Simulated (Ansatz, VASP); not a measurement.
**TaN: VASP beside Ansatz**

```xyz
4
Lattice="1.5514 0.8957 4.9631 -1.5514 0.8957 4.9631 0.0000 -1.7914 4.9631" Properties=species:S:1:pos:R:3 pbc="T T T"
Ta    0.0000    0.0000    7.4446
Ta    0.0000    0.0000    0.0000
N     0.0000    0.0000    3.8505
N     0.0000    0.0000   11.0388
```

Alike in both runs: task single point; functional PBE; k mesh 6 × 6 × 6; occupations gaussian, width 0.1 eV; no spin polarisation.

```csv
,VASP,Ansatz
version,VASP 6.6.1,Ansatz 0.2.0
potentials or method,"VASP PAW PBE potentials, release 64 (Ta_pv, N), cutoff 520 eV","scalar-relativistic, plane waves, PAW"
valence electrons in the cell,32,36
```

```tsv
	VASP	Ansatz	Ansatz less VASP
gap on the k mesh at the Fermi level (eV)	none	none	-
pressure (GPa)	18.8	17.8	-1.03
traceless stress, the component that is largest in VASP (GPa)	1.02	1.05	+0.031
rms of the force components (eV/Å)	0.771	0.761	-0.0096
```

Atom by atom the forces differ by 0.010 eV/Å (rms over components). A gap of «none» marks a metal or a gap that the smearing closes. With one functional, cell and mesh, what is left measures potentials, basis and numerics. VASP's potentials hold 32 valence electrons a cell and Ansatz's 36, so a difference there can come from the potentials and not from the codes.

The k mesh is coarse, so the values compare programs but aren't converged. Spin-orbit coupling is off throughout.
